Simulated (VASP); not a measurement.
# Na4Pd (Pm-3m) in VASP: notebook

The runs below take Na4Pd through single point, relaxation of cell and atoms, with PBE.

Program: VASP 6.6.1. These are calculated values, not measurements. Logs are shortened: lines on timing, memory, paths and dates and some standing lists are left out, and cuts for length are marked.

**1. The cell of the first run**

Symmetry: Pm-3m, No. 221, cubic system. Conventional cell: a = 5.565 Å, b = 5.565 Å, c = 5.565 Å, α = 90.00°, β = 90.00°, γ = 90.00°. Within 3.7 Å of Na (site symmetry 4/mmm) lie 2 Pd at 2.78 Å. Within 5.2 Å of Na (site symmetry m-3m) lie 12 Na at 3.93 Å and 8 Pd at 4.82 Å. Pd (site symmetry m-3m) has 6 Na at 2.78 Å within 3.7 Å.

**2. Single point, PBE, collinear spin, ferromagnetic start**

Contents of INCAR:

```
SYSTEM = Na4Pd
PREC = Accurate
ENCUT = 520
EDIFF = 1E-6
ISMEAR = 0
SIGMA = 0.1
LREAL = .False.
LASPH = .True.
NELM = 150
ALGO = Fast
ISIF = 2
LWAVE = .False.
LCHARG = .False.
ISPIN = 2
MAGMOM = 0 0 0 0 1
LORBIT = 11
LMAXMIX = 4
GGA = PE
NBANDS = 31
```

Contents of KPOINTS:

```
Automatic mesh
0
Gamma
  4 4 4
  0 0 0
```

Contents of POSCAR:

```
Na4Pd
1.0
    5.5648200275      0.0000000000      0.0000000000
    0.0000000000      5.5648200275      0.0000000000
    0.0000000000      0.0000000000      5.5648200275
Na Pd
4 1
Direct
    0.5000000000      0.0000000000      0.0000000000
    0.0000000000      0.5000000000      0.0000000000
    0.0000000000      0.0000000000      0.5000000000
    0.5000000000      0.5000000000      0.5000000000
    0.0000000000      0.0000000000      0.0000000000
```

Potentials or basis: VASP PAW PBE potentials, release 64 (Na_pv, Pd).

The run is started by

```bash
$ cat potpaw_PBE.64/Na_pv/POTCAR potpaw_PBE.64/Pd/POTCAR > POTCAR
$ mpirun -np 1 vasp_std > vasp.out
```

OUTCAR:

```text
SYSTEM = Na4Pd
   PREC = Accurate
   ENCUT = 520
   EDIFF = 1E-6
   ISMEAR = 0
   LREAL = .False.
   LASPH = .True.
   NELM = 150
   ISIF = 2
   ISPIN = 2
   LORBIT = 11
   GGA = PE

 ion  position               nearest neighbor table
   1  0.500  0.000  0.000-   5 2.78   5 2.78
   2  0.000  0.500  0.000-   5 2.78   5 2.78
   3  0.000  0.000  0.500-   5 2.78   5 2.78
   4  0.500  0.500  0.500-
   5  0.000  0.000  0.000-   1 2.78   2 2.78   3 2.78   3 2.78   2 2.78   1 2.78

  LATTYP: Found a simple cubic cell.
 ALAT       =     5.5648200275

  Lattice vectors:

 A1 = (   5.5648200275,   0.0000000000,   0.0000000000)
 A2 = (   0.0000000000,   5.5648200275,   0.0000000000)
 A3 = (   0.0000000000,   0.0000000000,   5.5648200275)

Analysis of symmetry for initial positions (statically):
=====================================================================
 Subroutine PRICEL returns:
 Original cell was already a primitive cell.

 Routine SETGRP: Setting up the symmetry group for a
 simple cubic supercell.

 Subroutine GETGRP returns: Found 48 space group operations
 (whereof 48 operations were pure point group operations)
 out of a pool of 48 trial point group operations.

The static configuration has the point symmetry O_h .

Analysis of symmetry for dynamics (positions and initial velocities):
=====================================================================
 Subroutine PRICEL returns:
 Original cell was already a primitive cell.

 Routine SETGRP: Setting up the symmetry group for a
 simple cubic supercell.

 Subroutine GETGRP returns: Found 48 space group operations
 (whereof 48 operations were pure point group operations)
 out of a pool of 48 trial point group operations.

The dynamic configuration has the point symmetry O_h .

Analysis of structural, dynamic, and magnetic symmetry:
=====================================================================
 Subroutine PRICEL returns:
 Original cell was already a primitive cell.

 Routine SETGRP: Setting up the symmetry group for a
 simple cubic supercell.

 Subroutine GETGRP returns: Found 48 space group operations
 (whereof 48 operations were pure point group operations)
 out of a pool of 48 trial point group operations.

The overall configuration has the point symmetry O_h .

 Subroutine INISYM returns: Found 48 space group operations
 (whereof 48 operations are pure point group operations),
 and found     1 'primitive' translations

----------------------------------------------------------------------------------------

                                     Primitive cell

  volume of cell :     172.3270

  direct lattice vectors                    reciprocal lattice vectors
     5.564820027  0.000000000  0.000000000     0.179700331  0.000000000  0.000000000
     0.000000000  5.564820027  0.000000000     0.000000000  0.179700331  0.000000000
     0.000000000  0.000000000  5.564820027     0.000000000  0.000000000  0.179700331

  length of vectors
     5.564820027  5.564820027  5.564820027     0.179700331  0.179700331  0.179700331

  position of ions in fractional coordinates (direct lattice)
     0.500000000  0.000000000  0.000000000
     0.000000000  0.500000000  0.000000000
     0.000000000  0.000000000  0.500000000
     0.500000000  0.500000000  0.500000000
     0.000000000  0.000000000  0.000000000

  ion indices of the primitive-cell ions
   primitive index   ion index
                 1           1
                 2           2
                 3           3
                 4           4
                 5           5

----------------------------------------------------------------------------------------

 KPOINTS: Automatic mesh

Automatic generation of k-mesh.
 Grid dimensions read from file:
 generate k-points for:    4    4    4

 Generating k-lattice:

  Cartesian coordinates                     Fractional coordinates (reciprocal lattice)
     0.044925083  0.000000000  0.000000000     0.250000000  0.000000000  0.000000000
     0.000000000  0.044925083  0.000000000     0.000000000  0.250000000  0.000000000
     0.000000000  0.000000000  0.044925083     0.000000000  0.000000000  0.250000000

  Length of vectors
     0.044925083  0.044925083  0.044925083

  Shift w.r.t. Gamma in fractional coordinates (k-lattice)
     0.000000000  0.000000000  0.000000000

 Subroutine IBZKPT returns following result:
 ===========================================

 Found     10 irreducible k-points:

 Following reciprocal coordinates:
            Coordinates               Weight
  0.000000  0.000000  0.000000      1.000000
  0.250000  0.000000  0.000000      6.000000
  0.500000  0.000000  0.000000      3.000000
  0.250000  0.250000  0.000000     12.000000
  0.500000  0.250000  0.000000     12.000000
  0.500000  0.500000  0.000000      3.000000
  0.250000  0.250000  0.250000      8.000000
  0.500000  0.250000  0.250000     12.000000
  0.500000  0.500000  0.250000      6.000000
  0.500000  0.500000  0.500000      1.000000
   k-points           NKPTS =     10   k-points in BZ     NKDIM =     10   number of bands    NBANDS=     31
   number of dos      NEDOS =    301   number of ions     NIONS =      5
   total plane-waves  NPLWV =  74088
   dimension x,y,z NGX =    42 NGY =   42 NGZ =   42
   dimension x,y,z NGXF=    84 NGYF=   84 NGZF=   84
   ions per type =               4   1
   NGX,Y,Z   is equivalent  to a cutoff of  12.55, 12.55, 12.55 a.u.
   NGXF,Y,Z  is equivalent  to a cutoff of  25.09, 25.09, 25.09 a.u.
 SYSTEM =  Na4Pd
   PREC   = accura    normal or accurate (medium, high low for compatibility)
   ISTART =      0    job   : 0-new  1-cont  2-samecut
   ICHARG =      2    charge: 1-file 2-atom 10-const
   ISPIN  =      2    spin polarized calculation?
   LNONCOLLINEAR =      F non collinear calculations
   LSORBIT =      F    spin-orbit coupling
   LASPH  =      T    aspherical Exc in radial PAW
   ENCUT  =  520.0 eV  38.22 Ry    6.18 a.u.  10.35 10.35 10.35*2*pi/ulx,y,z
   NELM   =    150;   NELMIN=  2; NELMDL= -5     # of ELM steps
   EDIFF  = 0.1E-05   stopping-criterion for ELM
   LREAL  =      F    real-space projection
   EDIFFG = 0.1E-04   stopping-criterion for IOM
   NSW    =      0    number of steps for IOM
   IBRION =     -1    ionic relax: 0-MD 1-quasi-New 2-CG
   NFREE  =      0    steps in history (QN), initial steepest desc. (CG)
   ISIF   =      2    stress and relaxation
   ISYM   =      2    0-nonsym 1-usesym 2-fastsym
   POTIM  = 0.5000    time-step for ionic-motion
   TEBEG  =    0.0;   TEEND  =   0.0 temperature during run
   PSTRESS=    0.0 pullay stress
   NELECT =      38.0000    total number of electrons
   NUPDOWN=      -1.0000    fix difference up-down
   EMIN   =  10.00;   EMAX   =-10.00  energy-range for DOS
   EFERMI =   0.00;   METHOD = LEGACY
   ISMEAR =     0;   SIGMA  =   0.10  broadening in eV -4-tet -1-fermi 0-gaus
   EFERMI_NEDOS =   21; number of points for ismear=-14 and -15
   IALGO  =     68    algorithm
   IMIX   =      4    mixing-type and parameters
     AMIX     =   0.40;   BMIX     =  1.00
     AMIX_MAG =   1.60;   BMIX_MAG =  1.00
  volume/ion in A,a.u.               =      34.47       232.58
  Fermi-wavevector in a.u.,A,eV,Ry     =   0.989050  1.869033 13.309489  0.978220
  Thomas-Fermi vector in A             =   2.120621
   LORBIT       =     11    0 simple, 1 ext, 2 COOP (PROOUT), +10 PAW based schemes
   GGA     = PE    functional components
   LHFCALC =     F    Hartree Fock is set to
   AEXX    =    0.0000 exact exchange contribution
   IVDW    =     0    specifies the selected vdW correction
   LEPSILON=     F    determine dielectric tensor
   LRPA    =     F    only Hartree local field effects (RPA)
 spin polarized calculation
 RMM-DIIS sequential band-by-band and
 Gauss-broadening in eV      SIGMA  =   0.10
  energy-cutoff  :      520.00
  volume of cell :      172.33
 maximum number of plane-waves:      4697
 NGX is ok and might be reduce to    42
   NGX = 21   NGY = 21   NGZ = 21

 number of electron      37.9999968 magnetization      -0.0007687

 number of electron      37.9999968 magnetization       0.0000307

 Free energy of the ion-electron system (eV)
  ---------------------------------------------------
  ext. energy  EPLUGINS =         0.00000000
  ---------------------------------------------------
  free energy    TOTEN  =       -10.11597524 eV

  energy without entropy =      -10.09845101  energy(sigma->0) =      -10.10721313

 E-fermi :   0.6256     XC(G=0):  -6.8580

 val. band max:        0.6129556254   @ k =   0.2500   0.2500   0.2500
 cond. band min:       0.7585821810   @ k =   0.5000   0.5000   0.0000
 fundamental gap:      0.1456265555
 Fermi energy:         0.6255734595

 spin component 1

 k-point     1 :       0.0000    0.0000    0.0000
  band No.  band energies     occupation
      1     -24.6607      1.00000
      2     -24.6607      1.00000
      3     -24.6607      1.00000
      4     -23.6006      1.00000
      5     -23.6006      1.00000
      6     -23.6006      1.00000
[... 329 lines left out ...]
     30      10.1996      0.00000
     31      10.1999      0.00000
 Fermi energy:         0.6255734595

 spin component 2

 k-point     1 :       0.0000    0.0000    0.0000
  band No.  band energies     occupation
      1     -24.6607      1.00000
      2     -24.6607      1.00000
      3     -24.6607      1.00000
      4     -23.6006      1.00000
      5     -23.6006      1.00000
      6     -23.6006      1.00000
[... 329 lines left out ...]
     30      10.1992      0.00000
     31      10.1993      0.00000

------------------------ aborting loop because EDIFF is reached ----------------------------------------

  FORCE on cell =-STRESS in cart. coord.  units (eV):
  Direction    XX          YY          ZZ          XY          YZ          ZX
  --------------------------------------------------------------------------------------
  -------------------------------------------------------------------------------------
  Total        0.0600946      0.0600946      0.0600946     -0.0000000     -0.0000000      0.0000000
  in kB        0.5587182      0.5587182      0.5587182     -0.0000000     -0.0000000      0.0000000
  external PRESSURE =       0.5587182 kB  Pullay stress =       0.0000000 kB

 VOLUME and BASIS-vectors are now :
 -----------------------------------------------------------------------------
  energy-cutoff  :      520.00
  volume of cell :      172.33
      direct lattice vectors                 reciprocal lattice vectors
     5.564820027  0.000000000  0.000000000     0.179700331  0.000000000  0.000000000
     0.000000000  5.564820027  0.000000000     0.000000000  0.179700331  0.000000000
     0.000000000  0.000000000  5.564820027     0.000000000  0.000000000  0.179700331

 POSITION                                       TOTAL-FORCE (eV/Angst)
 -----------------------------------------------------------------------------------
      2.78241      0.00000      0.00000         0.000000      0.000000      0.000000
      0.00000      2.78241      0.00000         0.000000      0.000000      0.000000
      0.00000      0.00000      2.78241         0.000000      0.000000      0.000000
      2.78241      2.78241      2.78241         0.000000      0.000000      0.000000
      0.00000      0.00000      0.00000         0.000000      0.000000      0.000000
 -----------------------------------------------------------------------------------
    total drift:                                0.000000      0.000000     -0.000000

  FREE ENERGIE OF THE ION-ELECTRON SYSTEM (eV)
  ---------------------------------------------------
  free  energy   TOTEN  =       -10.1159752422 eV

  energy  without entropy=      -10.0984510146  energy(sigma->0) =      -10.10721313

 total charge

# of ion       s       p       d       tot
------------------------------------------
    1        0.095   5.976   0.000   6.071
    2        0.095   5.976   0.000   6.071
    3        0.095   5.976   0.000   6.071
    4        0.086   5.953   0.000   6.040
    5        0.526   0.076   8.773   9.374
--------------------------------------------------
tot          0.897  23.958   8.773  33.627

 magnetization (x)

# of ion       s       p       d       tot
------------------------------------------
    1       -0.000   0.000   0.000  -0.000
    2       -0.000   0.000   0.000  -0.000
    3       -0.000   0.000   0.000  -0.000
    4        0.000   0.000   0.000   0.000
    5        0.000  -0.000   0.000   0.000
--------------------------------------------------
tot          0.000  -0.000   0.000   0.000
```

Wall time 82 s (1 thread of Intel Xeon Platinum 8488C (Sapphire Rapids), shared host); peak memory 0.34 GiB.

What came out:

- Free energy: -10.1160 eV
- Pressure: 0.1 GPa
- Band gap on the k mesh: zero (filled and empty bands overlap)
- Net moment: 0.00 μB per cell
- Valence electrons inside the program's atomic spheres: Na 6.07, 6.04; Pd 9.37

**3. Relaxation of cell and atoms, PBE**

Contents of INCAR:

```
PREC = Accurate ; ENCUT = 600
EDIFF = 1E-6 ; ISMEAR = 0
SIGMA = 0.1 ; LREAL = False
LASPH = True ; NELM = 80
ALGO = Fast ; ISIF = 3
LWAVE = False ; LCHARG = False
GGA = PE ; IBRION = 2
NSW = 100 ; EDIFFG = -0.01
```

Contents of KPOINTS:

```
Automatic mesh
0
Gamma
  8 8 8
```

POSCAR is that of step 2.

Potentials or basis: VASP PAW PBE potentials, release 64 (Na_pv, Pd).

The run is started by

```bash
$ cat potpaw_PBE.64/Na_pv/POTCAR potpaw_PBE.64/Pd/POTCAR > POTCAR
$ mpirun -np 1 vasp_std > vasp.out
```

It took 3.9 min on 1 thread of Intel Xeon Platinum 8488C (Sapphire Rapids), shared host; peak memory 0.43 GiB.

It converged, with:

* Free energy: -10.1683 eV
* Relaxed volume: 34.44 Å³/atom
* Relaxed cell: a = 5.563 Å, b = 5.563 Å, c = 5.563 Å, α = 90.00°, β = 90.00°, γ = 90.00°
* Space group after relaxing (to 0.05 Å): Pm-3m (No. 221)
* Energy gained by relaxing: 0.0 meV/atom
* Ionic steps: 3
* Pressure after relaxing: 0.0 GPa
* Band gap on the k mesh: zero (band 19 reaches 1.90 eV, above the bottom of band 20 at 0.21 eV)

Final structure:
```yaml
crystal:
  lattice:
    - [5.56334, 0.00000, 0.00000]
    - [0.00000, 5.56334, 0.00000]
    - [0.00000, 0.00000, 5.56334]
  atoms:
    - { symbol: Na, position: [0.50000, 0.00000, 0.00000] }
    - { symbol: Na, position: [0.00000, 0.50000, 0.00000] }
    - { symbol: Na, position: [0.00000, 0.00000, 0.50000] }
    - { symbol: Na, position: [0.50000, 0.50000, 0.50000] }
    - { symbol: Pd, position: [0.00000, 0.00000, 0.00000] }
```

Levels at points of the mesh, in eV from the Fermi level:
```csv
k point,band 15,band 16,band 17,band 18,band 19,band 20,band 21,band 22,band 23
"(0.00, 0.00, 0.00)",-1.76,-1.56,-1.56,-1.56,1.29,1.58,1.58,1.58,2.84
"(0.50, 0.00, 0.00)",-1.60,-1.60,-1.55,-1.54,-1.52,2.46,2.46,2.52,3.29
"(0.50, 0.50, 0.00)",-1.59,-1.59,-1.55,-1.30,-0.39,-0.39,0.16,3.22,4.12
"(0.50, 0.50, 0.50)",-1.69,-1.54,-1.54,-0.80,0.74,0.74,0.74,1.01,1.30
```
